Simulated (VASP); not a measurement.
# AlO2 (Cmcm) in VASP: notebook

Aim: see how the results for AlO2 move with the level of theory and the settings. Levels: PBEsol, PBE. Tasks: single point.

All numbers are computed with VASP 6.6.1; they aren't measurements. Logs are shortened: lines on timing, memory, paths and dates and some standing lists are left out, and cuts for length are marked.

### 1 The cell of the first run

It takes space group Cmcm (No. 63, orthorhombic). The conventional cell has a = 2.976 Å, b = 10.806 Å, c = 3.647 Å, α = 90.00°, β = 90.00°, γ = 90.00°. Al (site symmetry m2m) has 6 O at 1.87 to 2.02 Å within 2.5 Å. Within 2.5 Å of O (site symmetry m2m) lie 2 Al at 1.88 Å and 2 O at 2.25 Å. Within 2.5 Å of O (site symmetry m2m) lie 4 Al at 1.87 to 2.02 Å.

### 2 Single point, PBEsol

INCAR reads:

```
SYSTEM = AlO2
ALGO = Normal ; EDIFF = 1E-6
ENCUT = 520 ; GGA = PS
ISIF = 2 ; ISMEAR = -1
LASPH = .True. ; LCHARG = .False.
LREAL = .False. ; LWAVE = .False.
NBANDS = 24 ; NELM = 80
PREC = Accurate ; SIGMA = 0.05
```

KPOINTS reads:

```
k-points
0
Gamma
  9 9 7
  0 0 0
```

POSCAR reads:

```
AlO2
1.0
    1.4881620000     -5.4028330000      0.0000000000
    1.4881620000      5.4028330000      0.0000000000
    0.0000000000      0.0000000000      3.6466120000
Al O
2 4
Direct
    0.6681330000      0.3318670000      0.7500000000
    0.3318670000      0.6681330000      0.2500000000
    0.0610720000      0.9389280000      0.7500000000
    0.9389280000      0.0610720000      0.2500000000
    0.2941840000      0.7058160000      0.7500000000
    0.7058160000      0.2941840000      0.2500000000
```

Potentials or basis: VASP PAW PBE potentials, release 64 (Al, O).

The run is started by

```console
> cat potpaw_PBE.64/Al/POTCAR potpaw_PBE.64/O/POTCAR > POTCAR
> mpirun -np 1 vasp_std > vasp.out
```

OUTCAR:

```text
SYSTEM = AlO2
   EDIFF = 1E-6
   ENCUT = 520
   GGA = PS
   ISIF = 2
   ISMEAR = -1
   LASPH = .True.
   LREAL = .False.
   NELM = 80
   PREC = Accurate

 ion  position               nearest neighbor table
   1  0.668  0.332  0.750-   6 1.87   6 1.87   3 1.88   3 1.88   5 2.02   5 2.02   2 2.94   2 2.94
                             2 2.94   2 2.94
   2  0.332  0.668  0.250-   5 1.87   5 1.87   4 1.88   4 1.88   6 2.02   6 2.02   1 2.94   1 2.94
                             1 2.94   1 2.94
   3  0.061  0.939  0.750-   1 1.88   1 1.88
   4  0.939  0.061  0.250-   2 1.88   2 1.88
   5  0.294  0.706  0.750-   2 1.87   2 1.87   1 2.02   1 2.02
   6  0.706  0.294  0.250-   1 1.87   1 1.87   2 2.02   2 2.02

  LATTYP: Found a base centered orthorhombic cell.
 ALAT       =     2.9763240000
 B/A-ratio  =     3.6305408954
 C/A-ratio  =     1.2252066643

  Lattice vectors:

 A1 = (   1.4881620000,  -5.4028330000,   0.0000000000)
 A2 = (   1.4881620000,   5.4028330000,   0.0000000000)
 A3 = (   0.0000000000,   0.0000000000,   3.6466120000)

Analysis of symmetry for initial positions (statically):
=====================================================================
 Subroutine PRICEL returns:
 Original cell was already a primitive cell.

 Routine SETGRP: Setting up the symmetry group for a
 base centered orthorhombic supercell.

 Subroutine GETGRP returns: Found  8 space group operations
 (whereof  4 operations were pure point group operations)
 out of a pool of  8 trial point group operations.

The static configuration has the point symmetry C_2h.
 The point group associated with its full space group is D_2h.

Analysis of symmetry for dynamics (positions and initial velocities):
=====================================================================
 Subroutine PRICEL returns:
 Original cell was already a primitive cell.

 Routine SETGRP: Setting up the symmetry group for a
 base centered orthorhombic supercell.

 Subroutine GETGRP returns: Found  8 space group operations
 (whereof  4 operations were pure point group operations)
 out of a pool of  8 trial point group operations.

The dynamic configuration has the point symmetry C_2h.
 The point group associated with its full space group is D_2h.

 Subroutine INISYM returns: Found  8 space group operations
 (whereof  4 operations are pure point group operations),
 and found     1 'primitive' translations

----------------------------------------------------------------------------------------

                                     Primitive cell

  volume of cell :      58.6396

  direct lattice vectors                    reciprocal lattice vectors
     1.488162000 -5.402833000  0.000000000     0.335984926 -0.092544041  0.000000000
     1.488162000  5.402833000  0.000000000     0.335984926  0.092544041  0.000000000
     0.000000000  0.000000000  3.646612000     0.000000000  0.000000000  0.274227146

  length of vectors
     5.604036988  5.604036988  3.646612000     0.348497160  0.348497160  0.274227146

  position of ions in fractional coordinates (direct lattice)
     0.668133000  0.331867000  0.750000000
     0.331867000  0.668133000  0.250000000
     0.061072000  0.938928000  0.750000000
     0.938928000  0.061072000  0.250000000
     0.294184000  0.705816000  0.750000000
     0.705816000  0.294184000  0.250000000

  ion indices of the primitive-cell ions
   primitive index   ion index
                 1           1
                 2           2
                 3           3
                 4           4
                 5           5
                 6           6

----------------------------------------------------------------------------------------

 KPOINTS: k-points

Automatic generation of k-mesh.
 Grid dimensions read from file:
 generate k-points for:    9    9    7

 Generating k-lattice:

  Cartesian coordinates                     Fractional coordinates (reciprocal lattice)
     0.037331658 -0.010282671  0.000000000     0.111111111  0.000000000  0.000000000
     0.037331658  0.010282671  0.000000000     0.000000000  0.111111111  0.000000000
     0.000000000  0.000000000  0.039175307     0.000000000  0.000000000  0.142857143

  Length of vectors
     0.038721907  0.038721907  0.039175307

  Shift w.r.t. Gamma in fractional coordinates (k-lattice)
     0.000000000  0.000000000  0.000000000

 Subroutine IBZKPT returns following result:
 ===========================================

 Found    100 irreducible k-points:

 Following reciprocal coordinates:
            Coordinates               Weight
  0.000000  0.000000  0.000000      1.000000
  0.111111  0.000000  0.000000      4.000000
  0.222222  0.000000  0.000000      4.000000
  0.333333  0.000000  0.000000      4.000000
  0.444444  0.000000  0.000000      4.000000
  0.111111  0.111111  0.000000      2.000000
[... 16 lines left out ...]
 -0.333333  0.333333  0.000000      2.000000
  0.444444  0.444444  0.000000      2.000000
 [... further k-points ...]
   k-points           NKPTS =    100   k-points in BZ     NKDIM =    100   number of bands    NBANDS=     24
   number of dos      NEDOS =    301   number of ions     NIONS =      6
   total plane-waves  NPLWV =  49392
   dimension x,y,z NGX =    42 NGY =   42 NGZ =   28
   dimension x,y,z NGXF=    84 NGYF=   84 NGZF=   56
   ions per type =               2   4
   NGX,Y,Z   is equivalent  to a cutoff of  12.46, 12.46, 12.76 a.u.
   NGXF,Y,Z  is equivalent  to a cutoff of  24.92, 24.92, 25.53 a.u.
 SYSTEM =  AlO2
   PREC   = accura    normal or accurate (medium, high low for compatibility)
   ISTART =      0    job   : 0-new  1-cont  2-samecut
   ICHARG =      2    charge: 1-file 2-atom 10-const
   ISPIN  =      1    spin polarized calculation?
   LNONCOLLINEAR =      F non collinear calculations
   LSORBIT =      F    spin-orbit coupling
   LASPH  =      T    aspherical Exc in radial PAW
   ENCUT  =  520.0 eV  38.22 Ry    6.18 a.u.  10.42 10.42  6.78*2*pi/ulx,y,z
   NELM   =     80;   NELMIN=  2; NELMDL= -5     # of ELM steps
   EDIFF  = 0.1E-05   stopping-criterion for ELM
   LREAL  =      F    real-space projection
[... 7 lines left out ...]
   TEBEG  =    0.0;   TEEND  =   0.0 temperature during run
   PSTRESS=    0.0 pullay stress
   NELECT =      30.0000    total number of electrons
   NUPDOWN=      -1.0000    fix difference up-down
   EMIN   =  10.00;   EMAX   =-10.00  energy-range for DOS
   EFERMI =   0.00;   METHOD = LEGACY
   ISMEAR =    -1;   SIGMA  =   0.05  broadening in eV -4-tet -1-fermi 0-gaus
   EFERMI_NEDOS =   21; number of points for ismear=-14 and -15
   IALGO  =     38    algorithm
   IMIX   =      4    mixing-type and parameters
     AMIX     =   0.40;   BMIX     =  1.00
     AMIX_MAG =   1.60;   BMIX_MAG =  1.00
  volume/ion in A,a.u.               =       9.77        65.95
  Fermi-wavevector in a.u.,A,eV,Ry     =   1.309337  2.474288 23.325334  1.714364
  Thomas-Fermi vector in A             =   2.439943
   LORBIT       =      0    0 simple, 1 ext, 2 COOP (PROOUT), +10 PAW based schemes
   GGA     = PS    functional components
   LHFCALC =     F    Hartree Fock is set to
   AEXX    =    0.0000 exact exchange contribution
   IVDW    =     0    specifies the selected vdW correction
   LEPSILON=     F    determine dielectric tensor
   LRPA    =     F    only Hartree local field effects (RPA)
 non-spin polarized calculation
  energy-cutoff  :      520.00
  volume of cell :       58.64
 maximum number of plane-waves:      1600
 NGX is ok and might be reduce to    42
   NGX = 21   NGY = 21   NGZ = 13

 number of electron      30.0000002 magnetization

 Free energy of the ion-electron system (eV)
  ---------------------------------------------------
  ext. energy  EPLUGINS =         0.00000000
  ---------------------------------------------------
  free energy    TOTEN  =       -41.62880864 eV

  energy without entropy =      -41.58958587  energy(sigma->0) =      -41.60919725

 E-fermi :   3.9582     XC(G=0): -11.0571

 val. band max:        3.9568467849   @ k =   0.1111   0.1111   0.0000
 cond. band min:       3.9582378911   @ k =  -0.3333   0.2222   0.0000
 fundamental gap:      0.0013911062
 Fermi energy:         3.9581858413

 k-point     1 :       0.0000    0.0000    0.0000
  band No.  band energies     occupation
      1     -15.4647      2.00000
      2     -13.3288      2.00000
      3     -12.6759      2.00000
      4     -12.3838      2.00000
      5      -2.1692      2.00000
      6      -0.5560      2.00000
[... 16 lines left out ...]
     23      18.5983      0.00000
     24      19.3357      0.00000

 k-point     2 :       0.1111    0.0000    0.0000
  band No.  band energies     occupation
      1     -15.3548      2.00000
      2     -13.3247      2.00000
      3     -12.6222      2.00000
      4     -12.4091      2.00000
      5      -2.0449      2.00000
      6      -0.6080      2.00000
[... 16 lines left out ...]
     23      17.9202      0.00000
     24      18.1965      0.00000

 k-point     3 :       0.2222    0.0000    0.0000
  band No.  band energies     occupation
      1     -15.0392      2.00000
      2     -13.3011      2.00000
      3     -12.6438      2.00000
      4     -12.3626      2.00000
      5      -1.6816      2.00000
      6      -0.8078      2.00000
[... 16 lines left out ...]
     23      17.1964      0.00000
     24      17.3492      0.00000
[... 514 lines left out ...]
 k-point    23 :      -0.3333    0.3333    0.0000
  band No.  band energies     occupation
      1     -15.3244      2.00000
      2     -13.8353      2.00000
      3     -12.4581      2.00000
      4     -12.2220      2.00000
      5      -2.0899      2.00000
      6      -0.7188      2.00000
[... 16 lines left out ...]
     23      18.2726      0.00000
     24      19.2047      0.00000

 k-point    24 :       0.4444    0.4444    0.0000
  band No.  band energies     occupation
      1     -15.1615      2.00000
      2     -13.9174      2.00000
      3     -12.4898      2.00000
      4     -12.1273      2.00000
      5      -1.9415      2.00000
      6      -0.7418      2.00000
[... 16 lines left out ...]
     23      17.8200      0.00000
     24      19.2615      0.00000

 [... further k-points ...]
[... 5 lines left out ...]
  --------------------------------------------------------------------------------------
  -------------------------------------------------------------------------------------
  Total       -2.2677443     -2.4787917     -1.7863503      0.0000000     -0.0000000      0.0000000
  in kB      -61.9602782    -67.7266045    -48.8074259      0.0000000     -0.0000000      0.0000000
  external PRESSURE =     -59.4981029 kB  Pullay stress =       0.0000000 kB

 VOLUME and BASIS-vectors are now :
 -----------------------------------------------------------------------------
  energy-cutoff  :      520.00
  volume of cell :       58.64
      direct lattice vectors                 reciprocal lattice vectors
     1.488162000 -5.402833000  0.000000000     0.335984926 -0.092544041  0.000000000
     1.488162000  5.402833000  0.000000000     0.335984926  0.092544041  0.000000000
     0.000000000  0.000000000  3.646612000     0.000000000  0.000000000  0.274227146

 POSITION                                       TOTAL-FORCE (eV/Angst)
 -----------------------------------------------------------------------------------
      1.48816     -1.81679      2.73496         0.000000      0.186876     -0.000000
      1.48816      1.81679      0.91165         0.000000     -0.186876      0.000000
      1.48816      4.74291      2.73496         0.000000      0.651463     -0.000000
      1.48816     -4.74291      0.91165         0.000000     -0.651463     -0.000000
      1.48816      2.22398      2.73496         0.000000      0.021404     -0.000000
      1.48816     -2.22398      0.91165         0.000000     -0.021404     -0.000000
 -----------------------------------------------------------------------------------
    total drift:                               -0.000000     -0.000000     -0.000000

  FREE ENERGIE OF THE ION-ELECTRON SYSTEM (eV)
  ---------------------------------------------------
  free  energy   TOTEN  =       -41.6288086373 eV

  energy  without entropy=      -41.5895858676  energy(sigma->0) =      -41.60919725
```

It took 2 min on 1 thread of Intel Xeon Platinum 8488C (Sapphire Rapids), shared host; peak memory 0.26 GiB.

What came out:

```yaml
Free_energy: -41.6288 eV
Pressure: -5.9 GPa
Largest_force: 0.651 eV/Å
Band_gap_on_the_k_mesh: zero (band 15 reaches 4.17 eV, above the bottom of band 16 at 3.77 eV)
```

Forces on the atoms (eV/Å):
```
Al   0.000  0.187  0.000
Al   0.000 -0.187  0.000
O    0.000  0.651  0.000
O    0.000 -0.651  0.000
O    0.000  0.021  0.000
O    0.000 -0.021  0.000
```

Caveat: the PAW data sets were made with another functional, which shifts forces and pressure a little.

### 3 Single point, PBEsol

This run uses another cell than the first one, of 8.59 Å³/atom, 0.879 times its volume.

INCAR reads:

```
PREC = Accurate
ENCUT = 520
EDIFF = 1E-7
ISMEAR = -1
SIGMA = 0.05
LREAL = F
LASPH = T
NELM = 100
ALGO = Normal
ISIF = 2
LWAVE = F
LCHARG = F
GGA = PS
NBANDS = 24
```

KPOINTS reads:

```
Automatic mesh
0
Gamma
  9 9 7
```

POSCAR reads:

```
AlO2
1.0
    1.4565691374     -4.9247556087      0.0000000000
    1.4565691374      4.9247556087      0.0000000000
    0.0000000000      0.0000000000      3.5918759980
Al O
2 4
Direct
    0.6617127838      0.3382872162      0.7500000000
    0.3382872162      0.6617127838      0.2500000000
    0.0283275021      0.9716724979      0.7500000000
    0.9716724979      0.0283275021      0.2500000000
    0.2950892405      0.7049107595      0.7500000000
    0.7049107595      0.2950892405      0.2500000000
```

Potentials or basis: VASP PAW PBE potentials, release 64 (Al, O).

The run is started by

```console
> cat potpaw_PBE.64/Al/POTCAR potpaw_PBE.64/O/POTCAR > POTCAR
> mpirun -np 1 vasp_std > vasp.out
```

Wall time 1.7 min (1 thread of Intel Xeon Platinum 8488C (Sapphire Rapids), shared host); peak memory 0.24 GiB.

Results (log left out):

```
Free energy            : -42.5441 eV
Pressure               : 0.1 GPa
Largest force          : 0.018 eV/Å
Band gap on the k mesh : 0.98 eV, indirect (least direct gap 1.05 eV)
```

Forces in eV/Å, atoms in the order of the input:
```
Al   0.000  0.018  0.000
Al   0.000 -0.018  0.000
O    0.000  0.006  0.000
O    0.000 -0.006  0.000
O    0.000 -0.003  0.000
O    0.000  0.003  0.000
```

Stress tensor (GPa, compression positive):
```
 0.12  0.00  0.00
 0.00 -0.09  0.00
 0.00  0.00  0.12
```

Levels at points of the mesh, in eV from the valence-band top:
```csv
k point,band 11,band 12,band 13,band 14,band 15,band 16,band 17,band 18,band 19,band 20
"(0.00, 0.00, 0.00)",-1.79,-1.29,-0.69,-0.66,-0.23,2.56,5.63,8.87,9.72,11.38
```

Caveat: the PAW data sets were made with another functional, which shifts forces and pressure a little. As with any semilocal functional, this PBEsol gap is likely too small.

### 4 Single point, PBEsol

This run uses another cell than the first one, of 8.59 Å³/atom, 0.879 times its volume.

INCAR is that of step 3.

KPOINTS is that of step 3.

POSCAR reads:

```
AlO2
1.0
    1.4565691367     -4.9247556033      0.0000000000
    1.4565691367      4.9247556033      0.0000000000
    0.0000000000      0.0000000000      3.5918759938
Al O
2 4
Direct
    0.6617127840      0.3382872160      0.7500000000
    0.3382872160      0.6617127840      0.2500000000
    0.0283275017      0.9716724983      0.7500000000
    0.9716724983      0.0283275017      0.2500000000
    0.2950892413      0.7049107587      0.7500000000
    0.7049107587      0.2950892413      0.2500000000
```

The run is started by

```console
> cat potpaw_PBE.64/Al/POTCAR potpaw_PBE.64/O/POTCAR > POTCAR
> mpirun -np 1 vasp_std > vasp.out
```

Run time: 93 s. Hardware: 1 thread of Intel Xeon 6975P-C (Granite Rapids), shared host; peak memory 0.24 GiB.

The run converged. Its results:

| Quantity | Value |
| --- | --- |
| Free energy | -42.5441 eV |
| Pressure | 0.1 GPa |
| Largest force | 0.018 eV/Å |
| Band gap on the k mesh | 0.98 eV, indirect (least direct gap 1.05 eV) |

Forces on the atoms (eV/Å):
```
Al   0.000  0.018  0.000
Al   0.000 -0.018  0.000
O    0.000  0.006  0.000
O    0.000 -0.006  0.000
O    0.000 -0.003  0.000
O    0.000  0.003  0.000
```

Stress tensor (GPa, compression positive):
```
 0.12  0.00  0.00
 0.00 -0.09  0.00
 0.00  0.00  0.12
```

Levels at points of the mesh, in eV from the valence-band top:
| k point | band 12 | band 13 | band 14 | band 15 | band 16 | band 17 | band 18 | band 19 |
| --- | --- | --- | --- | --- | --- | --- | --- | --- |
| (0.00, 0.00, 0.00) | -1.29 | -0.69 | -0.66 | -0.23 | 2.56 | 5.63 | 8.87 | 9.72 |

Caveat: the PAW data sets were made with another functional, which shifts forces and pressure a little.

### 5 Single point, PBE

This run uses another cell than the first one, of 9.19 Å³/atom, 0.940 times its volume.

INCAR reads:

```
  PREC = Accurate
  ENCUT = 520
  EDIFF = 1E-6
  ISMEAR = -1
  SIGMA = 0.05
  LREAL = False
  LASPH = True
  NELM = 80
  ALGO = Normal
  ISIF = 2
  LWAVE = False
  LCHARG = False
  GGA = PE
  NBANDS = 24
```

KPOINTS is that of step 4.

POSCAR reads:

```
AlO2
1.0
    1.4577828227     -5.2925401545      0.0000000000
    1.4577828227      5.2925401545      0.0000000000
    0.0000000000      0.0000000000      3.5721704591
Al O
2 4
Direct
    0.6681330000      0.3318670000      0.7500000000
    0.3318670000      0.6681330000      0.2500000000
    0.0610720000      0.9389280000      0.7500000000
    0.9389280000      0.0610720000      0.2500000000
    0.2941840000      0.7058160000      0.7500000000
    0.7058160000      0.2941840000      0.2500000000
```

The run is started by

```console
> cat potpaw_PBE.64/Al/POTCAR potpaw_PBE.64/O/POTCAR > POTCAR
> mpirun -np 1 vasp_std > vasp.out
```

Wall time 3 min (1 thread of Intel Xeon Platinum 8559C (Emerald Rapids), shared host); peak memory 0.27 GiB.

Results (log left out):

```
Free energy            : -39.5025 eV
Pressure               : 11.2 GPa
Largest force          : 1.305 eV/Å
Band gap on the k mesh : zero (band 15 reaches 4.96 eV, above the bottom of band 16 at 4.54 eV)
```

Forces on the atoms (eV/Å):
```
Al   0.000  0.284  0.000
Al   0.000 -0.284  0.000
O    0.000  1.305  0.000
O    0.000 -1.305  0.000
O    0.000 -0.397  0.000
O    0.000  0.397  0.000
```

Stress tensor (GPa, compression positive):
```
11.28  0.00  0.00
 0.00  8.42  0.00
 0.00  0.00 13.91
```

Levels at points of the mesh, in eV from the Fermi level:
```csv
k point,band 11,band 12,band 13,band 14,band 15,band 16,band 17,band 18,band 19,band 20
"(0.00, 0.00, 0.00)",-2.43,-1.95,-1.42,-0.54,0.05,0.09,6.53,8.88,10.40,11.38
```

Caveat: forces of over 1 eV/Å act on the atoms, so gaps and moduli don't describe the material at rest.

### 6 Overview

| level | cell | gap on the mesh (eV) | pressure (GPa) | largest force (eV/Å) |
| --- | --- | --- | --- | --- |
| PBEsol | a = 5.604, b = 5.604, c = 3.647 Å, angles 90.0, 90.0, 149.2°, 6 atoms | none | -5.9 | 0.65 |
| PBEsol | a = 5.136, b = 5.136, c = 3.592 Å, angles 90.0, 90.0, 147.0°, 6 atoms | 0.98 | 0.1 | 0.02 |
| PBE | a = 5.490, b = 5.490, c = 3.572 Å, angles 90.0, 90.0, 149.2°, 6 atoms | none | 11.2 | 1.31 |

Alike in all rows: task single point; potentials or basis VASP PAW PBE potentials, release 64 (Al, O); no spin polarisation; k mesh 9 × 9 × 7; cutoff (eV) 520; smearing fermi-dirac 0.05 eV.

Caveats: the PAW data sets were made with another functional, which shifts forces and pressure a little (some runs); forces of over 1 eV/Å act on the atoms, so gaps and moduli don't describe the material at rest (some runs).

Total energies depend on the potentials used, so only differences within one code and one set of settings carry meaning.
